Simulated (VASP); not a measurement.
A run of VASP 6.6.1:

The input INCAR:

```
PREC = Accurate
ENCUT = 520
EDIFF = 1E-6
ISMEAR = 0
SIGMA = 0.01
LREAL = F
LASPH = T
NELM = 100
ALGO = Normal
ISIF = 2
LWAVE = F
LCHARG = F
GGA = PS
NBANDS = 33
```

Contents of KPOINTS:

```
regular mesh
0
Gamma
  3 3 5
```

The input POSCAR:

```
TiO2
1.0
    4.5900218569      0.0000000000      0.0000000000
    0.0000000000      4.5900218569      0.0000000000
    0.0000000000      0.0000000000      2.9403063096
Ti O
2 4
Direct
    0.0000000000      0.0000000000      0.0000000000
    0.5000000000      0.5000000000      0.5000000000
    0.3044288951      0.3044288951      0.0000000000
    0.1955711049      0.8044288951      0.5000000000
    0.6955711049      0.6955711049      0.0000000000
    0.8044288951      0.1955711049      0.5000000000
```

Potentials or basis: VASP PAW PBE potentials, release 64 (Ti_sv, O).

Launch:

```console
$ cat potpaw_PBE.64/Ti_sv/POTCAR potpaw_PBE.64/O/POTCAR > POTCAR
$ mpirun -np 1 vasp_std > vasp.out
```

Hardware: 1 thread of AMD EPYC 9R45 96-Core Processor (Zen 5), with other jobs on the host.

**Question.** Estimate the wall time of this run.

**Answer.** It took 12 s on 1 thread of AMD EPYC 9R45 96-Core Processor (Zen 5), with other jobs on the host, peak memory 0.14 GiB. Counts: scf iterations 15, k points 9.
